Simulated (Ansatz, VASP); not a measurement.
MgO: VASP beside Ansatz

The input INCAR:

```
SYSTEM = MgO
PREC = Accurate ; ENCUT = 600
EDIFF = 1E-7 ; ISMEAR = 0
SIGMA = 0.02 ; LREAL = .FALSE.
LASPH = .TRUE. ; NELM = 120
ALGO = Normal ; ISIF = 3
LWAVE = .FALSE. ; LCHARG = .FALSE.
GGA = CA ; IBRION = 2
NSW = 100 ; EDIFFG = -0.002
GGA_COMPAT = .FALSE. ; NELMIN = 4
```

File KPOINTS:

```
regular mesh
0
G
  10 10 10
  0 0 0
```

File POSCAR:

```
MgO
1.0
    0.0000000000      2.0815711844      2.0815711844
    2.0815711844      0.0000000000      2.0815711844
    2.0815711844      2.0815711844      0.0000000000
Mg O
1 1
Direct
    0.0000000000      0.0000000000      0.0000000000
    0.5000000000      0.5000000000      0.5000000000
```

Input for Ansatz:

```yaml
crystal:
  lattice:
    - [0.0, 2.0815711844, 2.0815711844]
    - [2.0815711844, 0.0, 2.0815711844]
    - [2.0815711844, 2.0815711844, 0.0]
  atoms:
    - { symbol: Mg, position: [0.0, 0.0, 0.0] }
    - { symbol: O, position: [0.5, 0.5, 0.5] }
basis:
  ecutwfc: 420
kpoints:
  mp_grid: { grid: [10, 10, 10] }
hamiltonian:
  xc: lda
scf:
  occupations: { method: gaussian, width: 0.02 }
output:
  forces: true
  stress: true
  eigenvalues: true
  write_density: true
  write_potential: true
  elf: true
  volumetric_format: npy
relax:
  adjacent_minimum: "off"
  f_tol: 0.002
  max_steps: 80
  cell: { stress_tol: 0.02 }
```

Alike in both runs: task relaxation of cell and atoms; functional LDA; k mesh 10 × 10 × 10; occupations gaussian, width 0.02 eV; no spin polarisation.

|  | VASP | Ansatz |
| --- | --- | --- |
| version | VASP 6.6.1 | Ansatz 0.2.0 |
| potentials or method | VASP PAW LDA potentials, release 64 (Mg, O), cutoff 600 eV | scalar-relativistic, plane waves, PAW |
| valence electrons in the cell | 8 | 16 |

Ansatz gave:

* gap on the k mesh at the Fermi level, each at its own relaxed structure (eV): 5.04
* relaxed volume (Å³/atom): 8.99
* relaxed cell length with the largest relative difference (Å): 2.941

Q: Estimate VASP's values.

A: gap on the k mesh at the Fermi level, each at its own relaxed structure (eV): 5.15; relaxed volume (Å³/atom): 8.89; relaxed cell length with the largest relative difference (Å): 2.930.

LDA's correlation is that of Perdew and Zunger in VASP and of Perdew and Wang (1992) in Ansatz. VASP's potentials hold 8 valence electrons a cell and Ansatz's 16, so a difference there can come from the potentials and not from the codes.
